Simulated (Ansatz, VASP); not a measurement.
**One calculation of InSe, two programs**

```
In Se
1.0
     2.00000    1.15470    8.44000
    -2.00000    1.15470    8.44000
     0.00000   -2.30940    8.44000
In Se
2 2
Direct
  0.88860 0.88860 0.88860
  0.00000 0.00000 0.00000
  0.17190 0.17190 0.17190
  0.38350 0.38350 0.38350
```

Alike in both runs: task single point; functional PBE; k mesh 4 × 4 × 4; occupations fermi-dirac, width 0.03 eV; no spin polarisation.

|  | VASP | Ansatz |
| --- | --- | --- |
| version | VASP 6.6.1 | Ansatz 0.2.0 |
| potentials or method | VASP PAW PBE potentials, release 64 (In_d, Se), cutoff 520 eV | all-electron LAPW, scalar-relativistic |

|  | VASP | Ansatz | Ansatz less VASP |
| --- | --- | --- | --- |
| gap on the k mesh at the Fermi level (eV) | 0.43 | 0.44 | +0.017 |
| least direct gap on the mesh (eV) | 0.43 | 0.44 | +0.017 |
| pressure (GPa) | 3.0 | 3.0 | -0.03 |
| traceless stress, the component that is largest in VASP (GPa) | -1.10 | -1.10 | +0.005 |
| rms of the force components (eV/Å) | 0.185 | 0.176 | -0.0089 |

Atom by atom the forces differ by 0.009 eV/Å (rms over components). Ansatz ran all-electron here, and VASP with PAW potentials.

The k mesh is coarse, so the values compare programs but aren't converged.
